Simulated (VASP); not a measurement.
Input of a VASP 6.6.1 run:

The input POSCAR:

```
Au
1.0
    2.6500000000      0.0000000000      0.0000000000
    0.0000000000      2.6500000000      0.0000000000
    0.0000000000      0.0000000000      2.6500000000
Au
1
Direct
    0.0000000000      0.0000000000      0.0000000000
```

Contents of INCAR.step1:

```
PREC = Accurate
ENCUT = 600
ISMEAR = 0
SIGMA = 0.05
LREAL = False
LASPH = True
NELM = 80
GGA = PE
ALGO = Normal
EDIFF = 1E-4
LWAVE = True
LCHARG = False
```

Contents of INCAR.step2:

```
PREC = Accurate
ENCUT = 600
EDIFF = 1E-6
ISMEAR = 0
SIGMA = 0.05
LREAL = False
LASPH = True
NELM = 80
ALGO = Normal
ISIF = 3
LWAVE = False
LCHARG = False
METAGGA = R2SCAN
LMIXTAU = True
IBRION = 2
NSW = 80
EDIFFG = -0.03
PSTRESS = 300.0
ISTART = 1
```

KPOINTS

```
Automatic mesh
0
Gamma
  8 8 8
```

Potentials or basis: VASP PAW PBE potentials, release 64 (Au).

Run with:

```sh
$ cat potpaw_PBE.64/Au/POTCAR > POTCAR
$ cp INCAR.step1 INCAR
$ mpirun -np 1 vasp_std > vasp.out
$ cp INCAR.step2 INCAR
$ mpirun -np 1 vasp_std > vasp.out
```

Question: Predict the space group after relaxing (to 0.05 Å).

Answer: Pm-3m (No. 221).

Question: Estimate the relaxed cell.

Answer: a = 2.579 Å, b = 2.579 Å, c = 2.579 Å, α = 90.00°, β = 90.00°, γ = 90.00°.

Question: Predict the relaxed volume.

Answer: 17.16 Å³/atom.

Final structure:
```
CELL_PARAMETERS angstrom
2.57917 0.00000 0.00000
0.00000 2.57917 0.00000
0.00000 0.00000 2.57917
ATOMIC_POSITIONS crystal
Au 0.00000 0.00000 0.00000
```

Caveat: the cell is relaxed towards a set pressure, so the enthalpy falls and the energy may rise; the PAW data sets were made with another functional, which shifts forces and pressure a little.
